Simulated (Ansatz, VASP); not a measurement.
# Sr in VASP and in Ansatz

Contents of INCAR:

```
  ALGO = Fast
  EDIFF = 1E-6
  ENCUT = 520
  GGA = VW
  ISIF = 2
  ISMEAR = -1
  ISPIN = 2
  LASPH = T
  LCHARG = T
  LELF = T
  LORBIT = 11
  LREAL = F
  LVHAR = T
  LWAVE = F
  MAGMOM = 0.5
  NBANDS = 15
  NELM = 150
  PREC = Accurate
  SIGMA = 0.05
```

Contents of KPOINTS:

```
k-points
0
Gamma
  8 8 8
```

The input POSCAR:

```
Sr
1.0
   -2.3852921747      2.3852921747      2.3852921747
    2.3852921747     -2.3852921747      2.3852921747
    2.3852921747      2.3852921747     -2.3852921747
Sr
1
Direct
    0.0000000000      0.0000000000      0.0000000000
```

Contents of input.yaml:

```yaml
crystal:
  lattice:
    - [-2.3852921747, 2.3852921747, 2.3852921747]
    - [2.3852921747, -2.3852921747, 2.3852921747]
    - [2.3852921747, 2.3852921747, -2.3852921747]
  atoms:
    - { symbol: Sr, position: [0.0, 0.0, 0.0], spin: 0.5 }
kpoints:
  mp_grid: { grid: [8, 8, 8] }
scf:
  occupations: { method: fermi_dirac, width: 0.05 }
hamiltonian:
  xc: { exchange: slater, correlation: vwn5 }
  pseudopotentials: { kind: all_electron, lapw: { basis_error: 0.002 } }
magnetization:
  spin_polarized: true
output:
  forces: true
  stress: true
  eigenvalues: true
```

Change from the starting cell: volume scaled by 0.94.

Alike in both runs: task single point; functional SVWN5; k mesh 8 × 8 × 8; occupations fermi-dirac, width 0.05 eV; collinear spin.

```csv
,VASP,Ansatz
version,VASP 6.6.1,Ansatz 0.2.0
potentials or method,"VASP PAW PBE potentials, release 64 (Sr_sv), cutoff 520 eV","all-electron LAPW, scalar-relativistic"
```

|  | VASP | Ansatz | Ansatz less VASP |
| --- | --- | --- | --- |
| gap on the k mesh at the Fermi level (eV) | none | none | - |
| pressure (GPa) | -1.4 | -1.4 | -0.01 |
| net moment per atom (μB) | 0.00 | 0.00 | -0.002 |

VASP's potentials were made for PBE, not for SVWN5. A gap of «none» marks a metal or a gap that the smearing closes. Ansatz ran all-electron here, and VASP with PAW potentials.
